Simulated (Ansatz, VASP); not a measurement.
**SrCl2 in VASP and in Ansatz**

Contents of INCAR:

```
SYSTEM = SrCl2
PREC = Accurate ; ENCUT = 520
EDIFF = 1E-6 ; ISMEAR = 0
SIGMA = 0.01 ; LREAL = .FALSE.
LASPH = .TRUE. ; NELM = 60
ALGO = Normal ; ISIF = 2
LWAVE = .FALSE. ; LCHARG = .FALSE.
GGA = PS ; NBANDS = 19
```

Contents of KPOINTS:

```
Automatic mesh
0
G
  6 6 6
  0 0 0
```

Contents of POSCAR:

```
SrCl2
1.0
    0.0000000000      3.4883500000      3.4883500000
    3.4883500000      0.0000000000      3.4883500000
    3.4883500000      3.4883500000      0.0000000000
Sr Cl
1 2
Direct
    0.0000000000      0.0000000000      0.0000000000
    0.7500000000      0.7500000000      0.7500000000
    0.2500000000      0.2500000000      0.2500000000
```

File input.yaml:

```yaml
crystal:
  lattice:
    - [0.0, 3.48835, 3.48835]
    - [3.48835, 0.0, 3.48835]
    - [3.48835, 3.48835, 0.0]
  atoms:
    - { symbol: Sr, position: [0.0, 0.0, 0.0] }
    - { symbol: Cl, position: [0.75, 0.75, 0.75] }
    - { symbol: Cl, position: [0.25, 0.25, 0.25] }
kpoints:
  mp_grid: { grid: [6, 6, 6] }
  band_path:
    path:
      - [0.0, 0.0, 0.0]
      - [0.5, 0.0, 0.5]
      - [0.625, 0.25, 0.625]
      - [0.375, 0.375, 0.75]
      - [0.5, 0.5, 0.5]
      - [0.5, 0.25, 0.75]
      - [0.0, 0.5, 0.5]
    npoints: 1
hamiltonian:
  xc: pbesol
scf:
  occupations: { method: fixed }
  n_extra_bands: 4
output:
  forces: true
  stress: true
  eigenvalues: true
```

Alike in both runs: functional PBEsol; k mesh 6 × 6 × 6; no spin polarisation.

```csv
,VASP,Ansatz
version,VASP 6.6.1,Ansatz 0.2.0
potentials or method,"VASP PAW PBE potentials, release 64 (Sr_sv, Cl)",Ansatz PAW
plane-wave cutoff (eV),520,420
occupations,"gaussian, width 0.01 eV",fixed
valence electrons in the cell,24,24
task,single point,band structure
```

```tsv
	VASP	Ansatz	Ansatz less VASP
gap on the k mesh at the Fermi level (eV)	5.13	5.14	+0.010
least direct gap on the mesh (eV)	5.36	5.36	+0.003
pressure (GPa)	-0.9	-1.1	-0.12
```

VASP's potentials were made for PBE, not for PBEsol.
